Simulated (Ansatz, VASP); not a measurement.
BN in VASP and in Ansatz

```
B N
1.0
     1.35121    0.78012    3.23802
    -1.35121    0.78012    3.23802
     0.00000   -1.56024    3.23802
B N
1 1
Direct
  0.99967 0.99967 0.99967
  0.33276 0.33276 0.33276
```

Change from the starting cell: strain +0.080 along x and y, -0.040 along z, atoms carried along.

Alike in both runs: task single point; functional PBE; dispersion D3(BJ); k mesh 12 × 12 × 12; occupations gaussian, width 0.05 eV; no spin polarisation.

|  | VASP | Ansatz |
| --- | --- | --- |
| version | VASP 6.6.1 | Ansatz 0.2.0 |
| potentials or method | VASP PAW PBE potentials, release 64 (B, N), cutoff 520 eV | scalar-relativistic, plane waves, PAW |
| valence electrons in the cell | 8 | 8 |

|  | VASP | Ansatz | Ansatz less VASP |
| --- | --- | --- | --- |
| gap on the k mesh at the Fermi level (eV) | 3.67 | 3.68 | +0.004 |
| least direct gap on the mesh (eV) | 4.13 | 4.14 | +0.002 |
| pressure (GPa) | -39.4 | -39.4 | +0.01 |
| traceless stress, the component that is largest in VASP (GPa) | 39.94 | 40.02 | +0.077 |
| rms of the force components (eV/Å) | 0.025 | 0.024 | -0.0001 |

Atom by atom the forces differ by 0.000 eV/Å (rms over components). Both programs put the cell under strong tension, so it lies far from rest at this level.

Noted on VASP's run: the cell as given lies far from equilibrium.
